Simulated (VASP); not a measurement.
# LiSi16 (a cell with a defect) in VASP: further runs

LiSi16 (a cell with a defect) is run at these levels: PBE+D3(BJ); tasks: single point.

Everything below comes from runs of VASP 6.6.1. Logs are shortened: lines on timing, memory, paths and dates and some standing lists are left out, and cuts for length are marked.

### 1 The cell of the first run

The cell holds a defect, 17 atoms: a = 7.679 Å, b = 7.679 Å, c = 7.679 Å, α = 60.00°, β = 60.00°, γ = 60.00°.

### 2 Single point, PBE+D3(BJ)

File INCAR:

```
SYSTEM = LiSi16
PREC     = Accurate       ! precision mode
ENCUT    = 520            ! plane-wave cutoff, eV
EDIFF    = 1E-6           ! SCF threshold, eV
ISMEAR   = -1             ! smearing method
SIGMA    = 0.05           ! smearing width, eV
LREAL    = Auto         
LASPH    = .True.         ! aspherical terms in the spheres
NELM     = 80             ! most SCF steps
ALGO     = Normal         ! electronic algorithm
ISIF     = 2              ! what is computed and relaxed
LWAVE    = .False.        ! write WAVECAR
LCHARG   = .False.        ! write CHGCAR
GGA      = PE             ! functional
IVDW     = 12             ! dispersion correction
NELECT   = 66.0         
NBANDS   = 48             ! bands
```

File KPOINTS:

```
regular mesh
0
Gamma
  2 2 2
  0 0 0
```

File POSCAR:

```
LiSi16
1.0
    0.0000000000      5.4300000000      5.4300000000
    5.4300000000      0.0000000000      5.4300000000
    5.4300000000      5.4300000000      0.0000000000
Si Li
16 1
Direct
   -0.0033664321     -0.0056095781     -0.0024247805
    0.1188701526      0.1237805038      0.1198000070
   -0.0111867251     -0.0010570696      0.4990675950
    0.1187238175      0.1235878968      0.6237112531
   -0.0031900427      0.4976306809     -0.0022418926
    0.1210078243      0.6218233257      0.1219459811
   -0.0033650610      0.4974517157      0.4945129778
    0.1188682952      0.6196752287      0.6239079304
    0.4981381949     -0.0010496972     -0.0102616222
    0.6227714728      0.1235869703      0.1196663343
    0.4979334106     -0.0012515755      0.4988746458
    0.6206591932      0.1214595326      0.6215810807
    0.4935756428      0.4974497599     -0.0024254747
    0.6229599989      0.6196837158      0.1198065319
    0.4981365235      0.4896162913      0.4990732334
    0.6227726340      0.6195399335      0.6237114280
    0.3706156508      0.8714109054      0.3715330817
```

Potentials or basis: VASP PAW PBE potentials, release 64 (Si, Li_sv).

Started as:

```bash
$ cat potpaw_PBE.64/Si/POTCAR potpaw_PBE.64/Li_sv/POTCAR > POTCAR
$ mpirun -np 1 vasp_std > vasp.out
```

OUTCAR:

```text
SYSTEM = LiSi16
   PREC = Accurate
   ENCUT = 520
   EDIFF = 1E-6
   ISMEAR = -1
   LREAL = Auto
   LASPH = .True.
   NELM = 80
   ISIF = 2
   GGA = PE
   IVDW = 12
   NELECT = 66.0
 IVDW          = 12

 ion  position               nearest neighbor table
   1  0.997  0.994  0.998-   6 2.34   2 2.34  10 2.34   4 2.34
   2  0.119  0.124  0.120-   1 2.34   5 2.34   3 2.38   9 2.38  17 2.73
   3  0.989  0.999  0.499-  12 2.31   4 2.38   2 2.38   8 2.38  17 2.39
   4  0.119  0.124  0.624-   7 2.34   1 2.34   3 2.38  11 2.38  17 2.74
   5  0.997  0.498  0.998-   6 2.34  14 2.34   8 2.34   2 2.34
   6  0.121  0.622  0.122-   7 2.34   1 2.34  13 2.34   5 2.34
   7  0.997  0.497  0.495-   6 2.34   8 2.34  16 2.34   4 2.34
   8  0.119  0.620  0.624-   7 2.34   5 2.34   3 2.38  15 2.38  17 2.73
   9  0.498  0.999  0.990-  12 2.31  10 2.38  14 2.38   2 2.38  17 2.39
  10  0.623  0.124  0.120-   1 2.34  13 2.34   9 2.38  11 2.38  17 2.74
  11  0.498  0.999  0.499-  12 2.31  10 2.38  16 2.38   4 2.38  17 2.40
  12  0.621  0.121  0.622-  11 2.31   3 2.31  15 2.31   9 2.31
  13  0.494  0.497  0.998-   6 2.34  14 2.34  10 2.34  16 2.34
  14  0.623  0.620  0.120-  13 2.34   5 2.34   9 2.38  15 2.38  17 2.73
  15  0.498  0.490  0.499-  12 2.31  16 2.38  14 2.38   8 2.38  17 2.39
  16  0.623  0.620  0.624-   7 2.34  13 2.34  15 2.38  11 2.38  17 2.74
  17  0.371  0.871  0.372-  15 2.39   9 2.39   3 2.39  11 2.40  14 2.73   2 2.73   8 2.73  10 2.74
                            16 2.74   4 2.74

  LATTYP: Found a face centered cubic cell.
 ALAT       =    10.8600000000

  Lattice vectors:

 A1 = (   0.0000000000,   5.4300000000,   5.4300000000)
 A2 = (   5.4300000000,   0.0000000000,   5.4300000000)
 A3 = (   5.4300000000,   5.4300000000,   0.0000000000)

Analysis of symmetry for initial positions (statically):
=====================================================================
 Subroutine PRICEL returns:
 Original cell was already a primitive cell.

 Routine SETGRP: Setting up the symmetry group for a
 face centered cubic supercell.

 Subroutine GETGRP returns: Found  2 space group operations
 (whereof  1 operations were pure point group operations)
 out of a pool of 48 trial point group operations.

The static configuration has the point symmetry C_1 .
 The point group associated with its full space group is C_1h.

Analysis of symmetry for dynamics (positions and initial velocities):
=====================================================================
 Subroutine PRICEL returns:
 Original cell was already a primitive cell.

 Routine SETGRP: Setting up the symmetry group for a
 face centered cubic supercell.

 Subroutine GETGRP returns: Found  2 space group operations
 (whereof  1 operations were pure point group operations)
 out of a pool of 48 trial point group operations.

The dynamic configuration has the point symmetry C_1 .
 The point group associated with its full space group is C_1h.

 Subroutine INISYM returns: Found  2 space group operations
 (whereof  1 operations are pure point group operations),
 and found     1 'primitive' translations

----------------------------------------------------------------------------------------

                                     Primitive cell

  volume of cell :     320.2060

  direct lattice vectors                    reciprocal lattice vectors
     0.000000000  5.430000000  5.430000000    -0.092081031  0.092081031  0.092081031
     5.430000000  0.000000000  5.430000000     0.092081031 -0.092081031  0.092081031
     5.430000000  5.430000000  0.000000000     0.092081031  0.092081031 -0.092081031

  length of vectors
     7.679179644  7.679179644  7.679179644     0.159489025  0.159489025  0.159489025

  position of ions in fractional coordinates (direct lattice)
     0.996633568  0.994390422  0.997575219
     0.118870153  0.123780504  0.119800007
     0.988813275  0.998942930  0.499067595
     0.118723817  0.123587897  0.623711253
     0.996809957  0.497630681  0.997758107
     0.121007824  0.621823326  0.121945981
[... 9 lines left out ...]
     0.622772634  0.619539934  0.623711428
     0.370615651  0.871410905  0.371533082

  ion indices of the primitive-cell ions
   primitive index   ion index
                 1           1
                 2           2
                 3           3
                 4           4
                 5           5
                 6           6
[... 9 lines left out ...]
                16          16
                17          17

----------------------------------------------------------------------------------------

 KPOINTS: regular mesh

Automatic generation of k-mesh.
 Grid dimensions read from file:
 generate k-points for:    2    2    2

 Generating k-lattice:

  Cartesian coordinates                     Fractional coordinates (reciprocal lattice)
    -0.046040516  0.046040516  0.046040516     0.500000000  0.000000000  0.000000000
     0.046040516 -0.046040516  0.046040516     0.000000000  0.500000000  0.000000000
     0.046040516  0.046040516 -0.046040516     0.000000000  0.000000000  0.500000000

  Length of vectors
     0.079744512  0.079744512  0.079744512

  Shift w.r.t. Gamma in fractional coordinates (k-lattice)
     0.000000000  0.000000000  0.000000000

 Subroutine IBZKPT returns following result:
 ===========================================

 Found      6 irreducible k-points:

 Following reciprocal coordinates:
            Coordinates               Weight
  0.000000  0.000000  0.000000      1.000000
  0.500000  0.000000  0.000000      1.000000
  0.000000  0.500000  0.000000      2.000000
  0.500000  0.500000  0.500000      1.000000
  0.500000  0.500000  0.000000      2.000000
  0.000000  0.500000  0.500000      1.000000
   k-points           NKPTS =      6   k-points in BZ     NKDIM =      6   number of bands    NBANDS=     48
   number of dos      NEDOS =    301   number of ions     NIONS =     17
   total plane-waves  NPLWV = 216000
   dimension x,y,z NGX =    60 NGY =   60 NGZ =   60
   dimension x,y,z NGXF=   120 NGYF=  120 NGZF=  120
   ions per type =              16   1
   NGX,Y,Z   is equivalent  to a cutoff of  12.99, 12.99, 12.99 a.u.
   NGXF,Y,Z  is equivalent  to a cutoff of  25.98, 25.98, 25.98 a.u.
 SYSTEM =  LiSi16
   PREC   = accura    normal or accurate (medium, high low for compatibility)
   ISTART =      0    job   : 0-new  1-cont  2-samecut
   ICHARG =      2    charge: 1-file 2-atom 10-const
   ISPIN  =      1    spin polarized calculation?
   LNONCOLLINEAR =      F non collinear calculations
   LSORBIT =      F    spin-orbit coupling
   LASPH  =      T    aspherical Exc in radial PAW
   ENCUT  =  520.0 eV  38.22 Ry    6.18 a.u.  14.28 14.28 14.28*2*pi/ulx,y,z
   NELM   =     80;   NELMIN=  2; NELMDL= -5     # of ELM steps
   EDIFF  = 0.1E-05   stopping-criterion for ELM
   LREAL  =      T    real-space projection
   EDIFFG = 0.1E-04   stopping-criterion for IOM
   NSW    =      0    number of steps for IOM
   IBRION =     -1    ionic relax: 0-MD 1-quasi-New 2-CG
   NFREE  =      0    steps in history (QN), initial steepest desc. (CG)
   ISIF   =      2    stress and relaxation
   ISYM   =      2    0-nonsym 1-usesym 2-fastsym
   POTIM  = 0.5000    time-step for ionic-motion
   TEBEG  =    0.0;   TEEND  =   0.0 temperature during run
   PSTRESS=    0.0 pullay stress
   NELECT =      66.0000    total number of electrons
   NUPDOWN=      -1.0000    fix difference up-down
   EMIN   =  10.00;   EMAX   =-10.00  energy-range for DOS
   EFERMI =   0.00;   METHOD = LEGACY
   ISMEAR =    -1;   SIGMA  =   0.05  broadening in eV -4-tet -1-fermi 0-gaus
   EFERMI_NEDOS =   21; number of points for ismear=-14 and -15
   IALGO  =     38    algorithm
   IMIX   =      4    mixing-type and parameters
     AMIX     =   0.40;   BMIX     =  1.00
     AMIX_MAG =   1.60;   BMIX_MAG =  1.00
  volume/ion in A,a.u.               =      18.84       127.11
  Fermi-wavevector in a.u.,A,eV,Ry     =   0.967044  1.827449 12.723821  0.935174
  Thomas-Fermi vector in A             =   2.096897
   LORBIT       =      0    0 simple, 1 ext, 2 COOP (PROOUT), +10 PAW based schemes
   GGA     = PE    functional components
   LHFCALC =     F    Hartree Fock is set to
   AEXX    =    0.0000 exact exchange contribution
   IVDW    =    12    specifies the selected vdW correction
   LEPSILON=     F    determine dielectric tensor
   LRPA    =     F    only Hartree local field effects (RPA)
 non-spin polarized calculation
  energy-cutoff  :      520.00
  volume of cell :      320.21
 maximum number of plane-waves:      8646
 NGX is ok and might be reduce to    60
   NGX = 29   NGY = 29   NGZ = 29

 number of electron      66.0000000 magnetization

 Free energy of the ion-electron system (eV)
  ---------------------------------------------------
  ext. energy  EPLUGINS =         0.00000000
  ---------------------------------------------------
  free energy    TOTEN  =       -93.51463903 eV

  energy without entropy =      -93.51365390  energy(sigma->0) =      -93.51414646

 E-fermi :   6.3586     XC(G=0):  -9.4410

 val. band max:        6.0413421072   @ k =   0.0000   0.0000   0.0000
 cond. band min:       6.6836284402   @ k =   0.0000   0.0000   0.0000
 fundamental gap:      0.6422863330
 Fermi energy:         6.3586183344

 k-point     1 :       0.0000    0.0000    0.0000
  band No.  band energies     occupation
      1     -40.3800      2.00000
      2      -5.9237      2.00000
      3      -3.6718      2.00000
      4      -3.6121      2.00000
      5      -3.6121      2.00000
      6      -3.6119      2.00000
[... 37 lines left out ...]
     44       8.3487      0.00000
     45       8.3487      0.00000

 k-point     2 :       0.5000    0.0000    0.0000
  band No.  band energies     occupation
      1     -40.3801      2.00000
      2      -5.1972      2.00000
      3      -5.0686      2.00000
      4      -3.3548      2.00000
      5      -3.3140      2.00000
      6      -3.3130      2.00000
[... 184 lines left out ...]
 k-point     6 :       0.0000    0.5000    0.5000
  band No.  band energies     occupation
      1     -40.3800      2.00000
      2      -4.9066      2.00000
      3      -4.8163      2.00000
      4      -3.9260      2.00000
      5      -3.8959      2.00000
      6      -3.8958      2.00000
[... 37 lines left out ...]
     44      10.3331      0.00000
     45      10.4006      0.00000
 [bands above 45 left out]

------------------------ aborting loop because EDIFF is reached ----------------------------------------

 Edisp (eV)   -5.45547

 E8    (eV) :    -2.2600

  FORCE on cell =-STRESS in cart. coord.  units (eV):
  Direction    XX          YY          ZZ          XY          YZ          ZX
  --------------------------------------------------------------------------------------
  -------------------------------------------------------------------------------------
  Total      -6.88789    -6.88573    -6.88573     0.00009    -0.00092     0.00009
  in kB     -34.46413   -34.45330   -34.45330     0.00047    -0.00462     0.00047
  external pressure =      -34.46 kB  Pullay stress =        0.00 kB

 VOLUME and BASIS-vectors are now :
 -----------------------------------------------------------------------------
  energy-cutoff  :      520.00
  volume of cell :      320.21
      direct lattice vectors                 reciprocal lattice vectors
     0.000000000  5.430000000  5.430000000    -0.092081031  0.092081031  0.092081031
     5.430000000  0.000000000  5.430000000     0.092081031 -0.092081031  0.092081031
     5.430000000  5.430000000  0.000000000     0.092081031  0.092081031 -0.092081031

 POSITION                                       TOTAL-FORCE (eV/Angst)
 -----------------------------------------------------------------------------------
     10.81637     10.82855     10.81126        -0.001123      0.000137     -0.000788
      1.32264      1.29598      1.31759        -0.001938      0.001073     -0.001370
      8.13420      8.07919     10.79352         0.000642     -0.000305     -0.000305
      4.05783      4.03142      1.31575        -0.001273     -0.000233     -0.000233
      8.11996     10.83050      8.11481        -0.002060     -0.002893     -0.002893
      4.03867      1.31924      4.03357        -0.002886     -0.001976     -0.001976
[... 9 lines left out ...]
      6.75085      6.76841      6.74576         0.000291     -0.001838     -0.000242
      6.74919      4.02987      6.74420         0.005221      0.003400      0.003400
 -----------------------------------------------------------------------------------
    total drift:                               -0.001764     -0.007001      0.001601

  FREE ENERGIE OF THE ION-ELECTRON SYSTEM (eV)
  ---------------------------------------------------
  free  energy   TOTEN  =       -98.9701093783 eV

  energy  without entropy=      -98.9691242436  energy(sigma->0) =      -98.96961681
```

Run time: 2.2 min. Hardware: 1 thread of Intel Xeon Platinum 8488C (Sapphire Rapids), shared host; peak memory 0.47 GiB.

What came out:

* Free energy: -98.9701 eV
* Largest force: 0.007 eV/Å
* Dispersion energy per atom: -0.321 eV

Forces in eV/Å, atoms in the order of the input:
```
Si  -0.001  0.000 -0.001
Si  -0.002  0.001 -0.001
Si   0.001  0.000  0.000
Si  -0.001  0.000  0.000
Si  -0.002 -0.003 -0.003
Si  -0.003 -0.002 -0.002
Si  -0.001 -0.001  0.000
Si  -0.002 -0.001  0.001
Si   0.000  0.000  0.001
Si   0.000  0.000 -0.002
Si   0.004  0.004  0.004
Si   0.003  0.002  0.002
Si  -0.001 -0.001 -0.001
Si  -0.001 -0.001 -0.001
Si   0.000  0.001  0.000
Si   0.000 -0.002  0.000
Li   0.005  0.003  0.003
```

Levels at points of the mesh, in eV from the Fermi level:
```tsv
k point	band 31	band 32	band 33	band 34	band 35	band 36
(0.00, 0.00, 0.00)	-0.32	-0.32	-0.32	0.32	0.33	0.33
(0.50, 0.00, 0.00)	-1.13	-1.04	-1.04	0.88	1.08	1.08
(0.00, 0.50, 0.00)	-1.13	-1.04	-1.04	0.88	1.08	1.08
(0.50, 0.50, 0.50)	-1.13	-1.04	-1.04	0.88	1.08	1.08
(0.50, 0.50, 0.00)	-1.68	-1.63	-1.59	0.75	0.82	1.87
(0.00, 0.50, 0.50)	-1.68	-1.63	-1.59	0.75	0.82	1.87
```

Caveat: the k points lie up to 0.50 Å⁻¹ apart; the cell carries a net charge on a neutralising background, which shifts energy and pressure; the cell is charged against a uniform background, so pressure and absolute levels hang on convention; the cutoff is under 1.25 times the usual one of these potentials, so pressure, stress and relaxed cells hold a basis-set (Pulay) error.

### 3 Single point, PBE+D3(BJ)

File INCAR:

```
SYSTEM = LiSi16
  PREC = Accurate
  ENCUT = 520
  EDIFF = 1E-6
  ISMEAR = -1
  SIGMA = 0.05
  LREAL = Auto
  LASPH = .TRUE.
  NELM = 60
  ALGO = Normal
  ISIF = 2
  LWAVE = .FALSE.
  LCHARG = .FALSE.
  GGA = PE
  IVDW = 12
  NBANDS = 48
  NELECT = 66.0
```

File KPOINTS:

```
regular mesh
0
G
  2 2 2
  0 0 0
```

File POSCAR:

```
LiSi16
1.0
    0.0000000000      5.4300000000      5.4300000000
    5.4300000000      0.0000000000      5.4300000000
    5.4300000000      5.4300000000      0.0000000000
Si Li
16 1
Direct
    0.0129708103     -0.0016140884     -0.0099971455
    0.1378384899      0.1227639042      0.1200114180
    0.0129713628     -0.0016104052      0.4992713628
    0.1358111418      0.1210124309      0.6219059853
    0.0087718232      0.4966895028     -0.0024110497
    0.1378366483      0.6191314917      0.1200101289
    0.0129713628      0.4891107735      0.4992726519
    0.1378325967      0.6191302026      0.6236535912
    0.5116958564     -0.0063918048     -0.0023227440
    0.6339497238      0.1229268877      0.1199318600
    0.5037079190     -0.0016213628      0.4992762431
    0.6339392265      0.1229281768      0.6238441989
    0.5116967772      0.4967553407     -0.0023188766
    0.6360148250      0.6209452118      0.1218374770
    0.5116988029      0.4967651013      0.4945037753
    0.6339347145      0.6190279006      0.6238442910
   -0.1144248619      0.8710847145      0.3719930018
```

Potentials or basis: VASP PAW PBE potentials, release 64 (Si, Li_sv).

Started as:

```bash
$ cat potpaw_PBE.64/Si/POTCAR potpaw_PBE.64/Li_sv/POTCAR > POTCAR
$ mpirun -np 1 vasp_std > vasp.out
```

It took 1.8 min on 1 thread of Intel Xeon Platinum 8488C (Sapphire Rapids), shared host; peak memory 0.47 GiB.

The run converged. Its results:

```
Free energy                : -98.9701 eV
Largest force              : 0.026 eV/Å
Dispersion energy per atom : -0.321 eV
```

Forces in eV/Å, atoms in the order of the input:
```
Si  -0.002  0.017  0.002
Si   0.006 -0.006  0.008
Si  -0.016  0.002  0.002
Si   0.008 -0.009 -0.008
Si   0.006 -0.006 -0.006
Si  -0.008 -0.006 -0.006
Si  -0.002  0.002  0.016
Si   0.005  0.007 -0.005
Si  -0.007  0.005 -0.008
Si   0.009 -0.005 -0.009
Si  -0.015  0.015  0.015
Si   0.006 -0.008 -0.009
Si   0.008  0.005  0.007
Si  -0.004  0.004  0.004
Si  -0.006 -0.009  0.006
Si   0.009 -0.008 -0.006
Li   0.000  0.001  0.000
```

Levels at points of the mesh, in eV from the Fermi level:
| k point | band 30 | band 31 | band 32 | band 33 | band 34 | band 35 | band 36 | band 37 |
| --- | --- | --- | --- | --- | --- | --- | --- | --- |
| (0.00, 0.00, 0.00) | -1.45 | -0.32 | -0.32 | -0.32 | 0.32 | 0.33 | 0.33 | 0.40 |
| (0.50, 0.00, 0.00) | -1.13 | -1.13 | -1.04 | -1.04 | 0.88 | 1.08 | 1.08 | 1.27 |
| (0.00, 0.50, 0.00) | -1.14 | -1.13 | -1.04 | -1.04 | 0.88 | 1.08 | 1.08 | 1.28 |
| (0.00, 0.00, 0.50) | -1.14 | -1.13 | -1.04 | -1.04 | 0.88 | 1.08 | 1.08 | 1.28 |
| (0.50, 0.50, 0.00) | -1.68 | -1.67 | -1.63 | -1.59 | 0.75 | 0.82 | 1.87 | 1.99 |
| (0.50, 0.00, 0.50) | -1.68 | -1.67 | -1.63 | -1.59 | 0.75 | 0.82 | 1.87 | 1.99 |

Caveat: the k points lie up to 0.50 Å⁻¹ apart; the cell carries a net charge on a neutralising background, which shifts energy and pressure; the cell is charged against a uniform background, so pressure and absolute levels hang on convention; the cutoff is under 1.25 times the usual one of these potentials, so pressure, stress and relaxed cells hold a basis-set (Pulay) error.
